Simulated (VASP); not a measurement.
# Hf (P6_3/mmc) in VASP: a series of runs

Runs on Hf. Level: LDA. Tasks: single point.

Program: VASP 6.6.1. These are calculated values, not measurements. Logs are shortened: lines on timing, memory, paths and dates and some standing lists are left out, and cuts for length are marked.

### 1 The cell of the first run

It takes space group P6_3/mmc (No. 194, hexagonal). The conventional cell has a = 3.118 Å, b = 3.118 Å, c = 4.948 Å, α = 90.00°, β = 90.00°, γ = 120.00°. Within 4.0 Å of Hf (site symmetry -6m2) lie 12 Hf at 3.06 to 3.12 Å.

### 2 Single point, LDA

INCAR reads:

```
PREC = Accurate
ENCUT = 520
EDIFF = 1E-6
ISMEAR = 1
SIGMA = 0.03
LREAL = F
LASPH = T
NELM = 60
ALGO = Normal
ISIF = 2
LWAVE = F
LCHARG = T
GGA = CA
LELF = T
LVHAR = T
NBANDS = 17
```

KPOINTS reads:

```
regular mesh
0
Gamma
  12 12 7
```

POSCAR reads:

```
Hf
1.0
    3.1183974891      0.0000000000      0.0000000000
   -1.5591987445      2.7006114446      0.0000000000
    0.0000000000      0.0000000000      4.9475473504
Hf
2
Direct
    0.3333333333      0.6666666667      0.2500000000
    0.6666666667      0.3333333333      0.7500000000
```

Potentials or basis: VASP PAW LDA potentials, release 64 (Hf_pv).

Run with:

```
$ cat potpaw_LDA.64/Hf_pv/POTCAR > POTCAR
$ mpirun -np 1 vasp_std > vasp.out
```

OUTCAR:

```text
PREC = Accurate
   ENCUT = 520
   EDIFF = 1E-6
   ISMEAR = 1
   LREAL = F
   LASPH = T
   NELM = 60
   ISIF = 2
   GGA = CA

 ion  position               nearest neighbor table
   1  0.333  0.667  0.250-   2 3.06   2 3.06   2 3.06   2 3.06   2 3.06   2 3.06
   2  0.667  0.333  0.750-   1 3.06   1 3.06   1 3.06   1 3.06   1 3.06   1 3.06

  LATTYP: Found a hexagonal cell.
 ALAT       =     3.1183974891
 C/A-ratio  =     1.5865672570

  Lattice vectors:

 A1 = (   3.1183974891,   0.0000000000,   0.0000000000)
 A2 = (  -1.5591987445,   2.7006114446,   0.0000000000)
 A3 = (   0.0000000000,   0.0000000000,   4.9475473504)

Analysis of symmetry for initial positions (statically):
=====================================================================
 Subroutine PRICEL returns:
 Original cell was already a primitive cell.

 Routine SETGRP: Setting up the symmetry group for a
 hexagonal supercell.

 Subroutine GETGRP returns: Found 24 space group operations
 (whereof 12 operations were pure point group operations)
 out of a pool of 24 trial point group operations.

The static configuration has the point symmetry D_3d.
 The point group associated with its full space group is D_6h.

Analysis of symmetry for dynamics (positions and initial velocities):
=====================================================================
 Subroutine PRICEL returns:
 Original cell was already a primitive cell.

 Routine SETGRP: Setting up the symmetry group for a
 hexagonal supercell.

 Subroutine GETGRP returns: Found 24 space group operations
 (whereof 12 operations were pure point group operations)
 out of a pool of 24 trial point group operations.

The dynamic configuration has the point symmetry D_3d.
 The point group associated with its full space group is D_6h.

 Subroutine INISYM returns: Found 24 space group operations
 (whereof 12 operations are pure point group operations),
 and found     1 'primitive' translations

----------------------------------------------------------------------------------------

                                     Primitive cell

  volume of cell :      41.6662

  direct lattice vectors                    reciprocal lattice vectors
     3.118397489  0.000000000  0.000000000     0.320677529  0.185143257  0.000000000
    -1.559198744  2.700611445  0.000000000     0.000000000  0.370286515  0.000000000
     0.000000000  0.000000000  4.947547350     0.000000000  0.000000000  0.202120350

  length of vectors
     3.118397489  3.118397489  4.947547350     0.370286515  0.370286515  0.202120350

  position of ions in fractional coordinates (direct lattice)
     0.333333333  0.666666667  0.250000000
     0.666666667  0.333333333  0.750000000

  ion indices of the primitive-cell ions
   primitive index   ion index
                 1           1
                 2           2

----------------------------------------------------------------------------------------

 KPOINTS: regular mesh

Automatic generation of k-mesh.
 Grid dimensions read from file:
 generate k-points for:   12   12    7

 Generating k-lattice:

  Cartesian coordinates                     Fractional coordinates (reciprocal lattice)
     0.026723127  0.015428605  0.000000000     0.083333333  0.000000000  0.000000000
     0.000000000  0.030857210  0.000000000     0.000000000  0.083333333  0.000000000
     0.000000000  0.000000000  0.028874336     0.000000000  0.000000000  0.142857143

  Length of vectors
     0.030857210  0.030857210  0.028874336

  Shift w.r.t. Gamma in fractional coordinates (k-lattice)
     0.000000000  0.000000000  0.000000000

 Subroutine IBZKPT returns following result:
 ===========================================

 Found     76 irreducible k-points:

 Following reciprocal coordinates:
            Coordinates               Weight
  0.000000  0.000000  0.000000      1.000000
  0.083333 -0.000000  0.000000      6.000000
  0.166667 -0.000000  0.000000      6.000000
  0.250000 -0.000000  0.000000      6.000000
  0.333333 -0.000000  0.000000      6.000000
  0.416667 -0.000000  0.000000      6.000000
[... 16 lines left out ...]
  0.250000 -0.000000  0.142857     12.000000
  0.333333 -0.000000  0.142857     12.000000
 [... further k-points ...]
   k-points           NKPTS =     76   k-points in BZ     NKDIM =     76   number of bands    NBANDS=     17
   number of dos      NEDOS =    301   number of ions     NIONS =      2
   total plane-waves  NPLWV =  23040
   dimension x,y,z NGX =    24 NGY =   24 NGZ =   40
   dimension x,y,z NGXF=    48 NGYF=   48 NGZF=   80
   ions per type =               2
   NGX,Y,Z   is equivalent  to a cutoff of  12.79, 12.79, 13.44 a.u.
   NGXF,Y,Z  is equivalent  to a cutoff of  25.59, 25.59, 26.88 a.u.
 SYSTEM =  unknown system
   PREC   = accura    normal or accurate (medium, high low for compatibility)
   ISTART =      0    job   : 0-new  1-cont  2-samecut
   ICHARG =      2    charge: 1-file 2-atom 10-const
   ISPIN  =      1    spin polarized calculation?
   LNONCOLLINEAR =      F non collinear calculations
   LSORBIT =      F    spin-orbit coupling
   LASPH  =      T    aspherical Exc in radial PAW
   ENCUT  =  520.0 eV  38.22 Ry    6.18 a.u.   5.80  5.80  9.20*2*pi/ulx,y,z
   NELM   =     60;   NELMIN=  2; NELMDL= -5     # of ELM steps
   EDIFF  = 0.1E-05   stopping-criterion for ELM
   LREAL  =      F    real-space projection
   EDIFFG = 0.1E-04   stopping-criterion for IOM
   NSW    =      0    number of steps for IOM
   IBRION =     -1    ionic relax: 0-MD 1-quasi-New 2-CG
   NFREE  =      0    steps in history (QN), initial steepest desc. (CG)
   ISIF   =      2    stress and relaxation
   ISYM   =      2    0-nonsym 1-usesym 2-fastsym
   POTIM  = 0.5000    time-step for ionic-motion
   TEBEG  =    0.0;   TEEND  =   0.0 temperature during run
   PSTRESS=    0.0 pullay stress
   NELECT =      20.0000    total number of electrons
   NUPDOWN=      -1.0000    fix difference up-down
   EMIN   =  10.00;   EMAX   =-10.00  energy-range for DOS
   EFERMI =   0.00;   METHOD = LEGACY
   ISMEAR =     1;   SIGMA  =   0.03  broadening in eV -4-tet -1-fermi 0-gaus
   EFERMI_NEDOS =   21; number of points for ismear=-14 and -15
   IALGO  =     38    algorithm
   IMIX   =      4    mixing-type and parameters
     AMIX     =   0.40;   BMIX     =  1.00
     AMIX_MAG =   1.60;   BMIX_MAG =  1.00
  volume/ion in A,a.u.               =      20.83       140.59
  Fermi-wavevector in a.u.,A,eV,Ry     =   1.281810  2.422270 22.354873  1.643037
  Thomas-Fermi vector in A             =   2.414158
   LORBIT       =      0    0 simple, 1 ext, 2 COOP (PROOUT), +10 PAW based schemes
   GGA     = CA    functional components
   LHFCALC =     F    Hartree Fock is set to
   AEXX    =    0.0000 exact exchange contribution
   IVDW    =     0    specifies the selected vdW correction
   LEPSILON=     F    determine dielectric tensor
   LRPA    =     F    only Hartree local field effects (RPA)
 non-spin polarized calculation
 Methfessel and Paxton  Order N= 1 SIGMA  =   0.03
  energy-cutoff  :      520.00
  volume of cell :       41.67
 maximum number of plane-waves:      1136
 NGX is ok and might be reduce to    24
   NGX = 11   NGY = 11   NGZ = 19

 number of electron      19.9999997 magnetization

 Free energy of the ion-electron system (eV)
  ---------------------------------------------------
  ext. energy  EPLUGINS =         0.00000000
  ---------------------------------------------------
  free energy    TOTEN  =       -21.38616136 eV

  energy without entropy =      -21.38616056  energy(sigma->0) =      -21.38616109

 E-fermi :   5.3281     XC(G=0): -11.7995

 val. band max:        5.3039496008   @ k =   0.0000   0.0000   0.4286
 cond. band min:       5.3318568948   @ k =   0.4167   0.1667   0.2857
 fundamental gap:      0.0279072940
 Fermi energy:         5.3281197532

 k-point     1 :       0.0000    0.0000    0.0000
  band No.  band energies     occupation
      1     -25.6035      2.00000
      2     -24.6517      2.00000
      3     -24.6517      2.00000
      4     -24.4910      2.00000
      5     -24.4910      2.00000
      6     -24.4896      2.00000
[... 9 lines left out ...]
     16       8.0184      0.00000
     17      10.9441      0.00000

 k-point     2 :       0.0833   -0.0000    0.0000
  band No.  band energies     occupation
      1     -25.5804      2.00000
      2     -24.7024      2.00000
      3     -24.6685      2.00000
      4     -24.5446      2.00000
      5     -24.5001      2.00000
      6     -24.4976      2.00000
[... 9 lines left out ...]
     16       7.8022      0.00000
     17      11.1230      0.00000

 k-point     3 :       0.1667   -0.0000    0.0000
  band No.  band energies     occupation
      1     -25.5142      2.00000
      2     -24.8409      2.00000
      3     -24.7129      2.00000
      4     -24.6865      2.00000
      5     -24.5316      2.00000
      6     -24.5171      2.00000
[... 9 lines left out ...]
     16       8.1242      0.00000
     17      11.4914      0.00000

 k-point     4 :       0.2500   -0.0000    0.0000
  band No.  band energies     occupation
      1     -25.4139      2.00000
      2     -25.0294      2.00000
      3     -24.8705      2.00000
      4     -24.7707      2.00000
      5     -24.5842      2.00000
      6     -24.5459      2.00000
[... 9 lines left out ...]
     16       9.0688      0.00000
     17      11.8291      0.00000
[... 343 lines left out ...]
      1     -25.4761      2.00000
      2     -24.8272      2.00000
      3     -24.7298      2.00000
      4     -24.7034      2.00000
      5     -24.5457      2.00000
      6     -24.5270      2.00000
[... 9 lines left out ...]
     16       8.2405      0.00000
     17      11.4649      0.00000

 k-point    23 :       0.2500   -0.0000    0.1429
  band No.  band energies     occupation
      1     -25.3991      2.00000
      2     -25.0036      2.00000
      3     -24.9070      2.00000
      4     -24.7598      2.00000
      5     -24.5905      2.00000
      6     -24.5572      2.00000
[... 9 lines left out ...]
     16       8.9802      0.00000
     17      11.7172      0.00000

 k-point    24 :       0.3333   -0.0000    0.1429
  band No.  band energies     occupation
      1     -25.3529      2.00000
      2     -25.1437      2.00000
      3     -25.0637      2.00000
      4     -24.8140      2.00000
      5     -24.6501      2.00000
      6     -24.5888      2.00000
[... 9 lines left out ...]
     16      10.0661      0.00000
     17      11.8899      0.00000

 [... further k-points ...]

------------------------ aborting loop because EDIFF is reached ----------------------------------------

  FORCE on cell =-STRESS in cart. coord.  units (eV):
  Direction    XX          YY          ZZ          XY          YZ          ZX
  --------------------------------------------------------------------------------------
  -------------------------------------------------------------------------------------
  Total        0.0661657      0.0661657      0.0156826      0.0000000      0.0000000      0.0000000
  in kB        2.5442528      2.5442528      0.6030378      0.0000000      0.0000000      0.0000000
  external PRESSURE =       1.8971812 kB  Pullay stress =       0.0000000 kB

 VOLUME and BASIS-vectors are now :
 -----------------------------------------------------------------------------
  energy-cutoff  :      520.00
  volume of cell :       41.67
      direct lattice vectors                 reciprocal lattice vectors
     3.118397489  0.000000000  0.000000000     0.320677529  0.185143257  0.000000000
    -1.559198744  2.700611445  0.000000000     0.000000000  0.370286515  0.000000000
     0.000000000  0.000000000  4.947547350     0.000000000  0.000000000  0.202120350

 POSITION                                       TOTAL-FORCE (eV/Angst)
 -----------------------------------------------------------------------------------
     -0.00000      1.80041      1.23689         0.000000      0.000000      0.000000
      1.55920      0.90020      3.71066         0.000000     -0.000000      0.000000
 -----------------------------------------------------------------------------------
    total drift:                               -0.000000      0.000000     -0.000000

  FREE ENERGIE OF THE ION-ELECTRON SYSTEM (eV)
  ---------------------------------------------------
  free  energy   TOTEN  =       -21.3861613569 eV

  energy  without entropy=      -21.3861605621  energy(sigma->0) =      -21.38616109
```

It took 17 s on 1 thread of Intel Xeon 6975P-C (Granite Rapids), shared host; peak memory 0.17 GiB.

Results:

| Quantity | Value |
| --- | --- |
| Free energy | -21.3862 eV |
| Pressure | 0.2 GPa |
| Band gap on the k mesh | zero (band 10 reaches 6.43 eV, above the bottom of band 11 at 5.02 eV) |

Caveat: spin-orbit coupling is left out, which moves the levels of the heavy elements.

### 3 Single point, LDA

INCAR reads:

```
ALGO = Normal ; EDIFF = 1E-7
ENCUT = 520 ; ISIF = 2
ISMEAR = 1 ; LASPH = T
LCHARG = F ; LREAL = F
LWAVE = F ; NBANDS = 17
NELM = 100 ; PREC = Accurate
SIGMA = 0.1
```

KPOINTS reads:

```
k-points
0
Gamma
  12 12 7
```

POSCAR is that of step 2.

Potentials or basis: VASP PAW LDA potentials, release 64 (Hf_pv).

Run with:

```
$ cat potpaw_LDA.64/Hf_pv/POTCAR > POTCAR
$ mpirun -np 1 vasp_std > vasp.out
```

OUTCAR:

```text
EDIFF = 1E-7
   ENCUT = 520
   ISIF = 2
   ISMEAR = 1
   LASPH = T
   LREAL = F
   NELM = 100
   PREC = Accurate

 ion  position               nearest neighbor table
   1  0.333  0.667  0.250-   2 3.06   2 3.06   2 3.06   2 3.06   2 3.06   2 3.06
   2  0.667  0.333  0.750-   1 3.06   1 3.06   1 3.06   1 3.06   1 3.06   1 3.06

  LATTYP: Found a hexagonal cell.
 ALAT       =     3.1183974891
 C/A-ratio  =     1.5865672570

  Lattice vectors:

[... 669 lines left out ...]

------------------------ aborting loop because EDIFF is reached ----------------------------------------

  FORCE on cell =-STRESS in cart. coord.  units (eV):
  Direction    XX          YY          ZZ          XY          YZ          ZX
  --------------------------------------------------------------------------------------
  -------------------------------------------------------------------------------------
  Total        0.0619252      0.0619252     -0.0300130      0.0000000      0.0000000      0.0000000
  in kB        2.3811929      2.3811929     -1.1540801      0.0000000      0.0000000      0.0000000
  external PRESSURE =       1.2027685 kB  Pullay stress =       0.0000000 kB

 VOLUME and BASIS-vectors are now :
 -----------------------------------------------------------------------------
  energy-cutoff  :      520.00
  volume of cell :       41.67
      direct lattice vectors                 reciprocal lattice vectors
     3.118397489  0.000000000  0.000000000     0.320677529  0.185143257  0.000000000
    -1.559198744  2.700611445  0.000000000     0.000000000  0.370286515  0.000000000
     0.000000000  0.000000000  4.947547350     0.000000000  0.000000000  0.202120350

 POSITION                                       TOTAL-FORCE (eV/Angst)
 -----------------------------------------------------------------------------------
     -0.00000      1.80041      1.23689         0.000000     -0.000000      0.000000
      1.55920      0.90020      3.71066        -0.000000      0.000000      0.000000
 -----------------------------------------------------------------------------------
    total drift:                               -0.000000      0.000000     -0.000000

  FREE ENERGIE OF THE ION-ELECTRON SYSTEM (eV)
  ---------------------------------------------------
  free  energy   TOTEN  =       -21.3867570123 eV

  energy  without entropy=      -21.3852110124  energy(sigma->0) =      -21.38624168
```

It took 17 s on 1 thread of Intel Xeon 6975P-C (Granite Rapids), shared host; peak memory 0.17 GiB.

What came out:

| Item | Value |
| --- | --- |
| Free energy | -21.3868 eV |
| Pressure | 0.1 GPa |
| Band gap on the k mesh | zero (band 10 reaches 6.43 eV, above the bottom of band 11 at 5.02 eV) |

Stress tensor (GPa, compression positive):
```
 0.24  0.00  0.00
 0.00  0.24  0.00
 0.00  0.00 -0.12
```

Caveat: spin-orbit coupling is left out, which moves the levels of the heavy elements.
